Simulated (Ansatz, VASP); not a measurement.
**Ge: VASP beside Ansatz**

```xyz
2
Lattice="0.0000 2.8805 2.7725 2.8805 0.0000 2.7725 2.8805 2.8805 0.0000" Properties=species:S:1:pos:R:3 pbc="T T T"
Ge    2.8805    2.8805    2.7725
Ge    4.3208    4.3208    4.1588
```

Change from the starting cell: strain -0.0375 x Voigt [0, 0, 1, 0, 0, 0], atoms carried along.

Alike in both runs: task single point; functional PBE; k mesh 18 × 18 × 18; occupations gaussian, width 0.15 eV; no spin polarisation.

|  | VASP | Ansatz |
| --- | --- | --- |
| version | VASP 6.6.1 | Ansatz 0.2.0 |
| potentials or method | VASP PAW PBE potentials, release 64 (Ge_d), cutoff 520 eV | scalar-relativistic, plane waves, PAW |
| valence electrons in the cell | 28 | 28 |

Ansatz gave:

| Item | Value |
| --- | --- |
| gap on the k mesh at the Fermi level (eV) | 0.09 |
| least direct gap on the mesh (eV) | 0.28 |
| pressure (GPa) | 2.5 |
| traceless stress, the component that is largest in VASP (GPa) | 1.65 |

Q: What did VASP give for the same quantities?

A: gap on the k mesh at the Fermi level (eV): 0.09; least direct gap on the mesh (eV): 0.28; pressure (GPa): 2.4; traceless stress, the component that is largest in VASP (GPa): 1.65.

With one functional, cell and mesh, what is left measures potentials, basis and numerics.
